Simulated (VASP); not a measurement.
Cr2B, 6 atoms in the cell. It takes space group I4/mcm (No. 140, tetragonal). Conventional cell: a = 5.034 Å, b = 5.034 Å, c = 4.191 Å, α = 90.00°, β = 90.00°, γ = 90.00°. Within 2.8 Å of Cr (site symmetry m2m) lie 4 B at 2.15 Å and 11 Cr at 2.35 to 2.67 Å. B (site symmetry 422) has 2 B at 2.10 Å and 8 Cr at 2.15 Å within 2.8 Å.  This cell differs from its parent crystal: volume scaled by 0.97, then relaxed in part.

- Program: VASP 6.6.1
- Task: single point
- Functional: PBEsol
- Potentials or basis: VASP PAW PBE potentials, release 64 (Cr_pv, B)
- Cutoff: 520 eV
- k mesh: 12 × 12 × 12
- Occupations: gaussian, width 0.1 eV
- Spin: no spin polarisation
- Dipole correction: no
- Further INCAR settings: ALGO = Fast; EDIFF = 1e-06; NBANDS = 36

Potentials or basis: VASP PAW PBE potentials, release 64 (Cr_pv, B).

The run is started by

```console
$ cat potpaw_PBE.64/Cr_pv/POTCAR potpaw_PBE.64/B/POTCAR > POTCAR
$ mpirun -np 1 vasp_std > vasp.out
```

Hardware: 1 thread of Intel Xeon 6975P-C, on a shared host.

Q: How long does it take, and how much memory?

A: Run time: 5.7 min on 1 thread of Intel Xeon 6975P-C, on a shared host, peak memory 0.36 GiB. Counts: scf iterations 26, k points 163.
